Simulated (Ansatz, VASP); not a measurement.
# One calculation of Ti, two programs

```
CELL_PARAMETERS angstrom
2.93586 0.00000 0.00000
-1.46793 2.54253 0.00000
0.00000 0.00000 4.64162
ATOMIC_POSITIONS crystal
Ti 0.33333 0.66667 0.25000
Ti 0.66667 0.33333 0.75000
```

Alike in both runs: task single point; functional r2SCAN; k mesh 2 × 2 × 1; occupations fermi-dirac, width 0.1 eV; no spin polarisation.

|  | VASP | Ansatz |
| --- | --- | --- |
| version | VASP 6.6.1 | Ansatz 0.2.0 |
| potentials or method | VASP PAW PBE potentials, release 64 (Ti_sv), cutoff 520 eV | plane waves (500 eV) with PAW, scalar-relativistic |
| valence electrons in the cell | 24 | 24 |

|  | VASP | Ansatz | Ansatz less VASP |
| --- | --- | --- | --- |
| pressure (GPa) | -4.5 | -6.0 | -1.49 |
| traceless stress, the component that is largest in VASP (GPa) | -25.15 | -25.53 | -0.375 |

VASP's potentials were made for PBE, not for r2SCAN.

The k mesh is coarse, so the values compare programs but aren't converged.
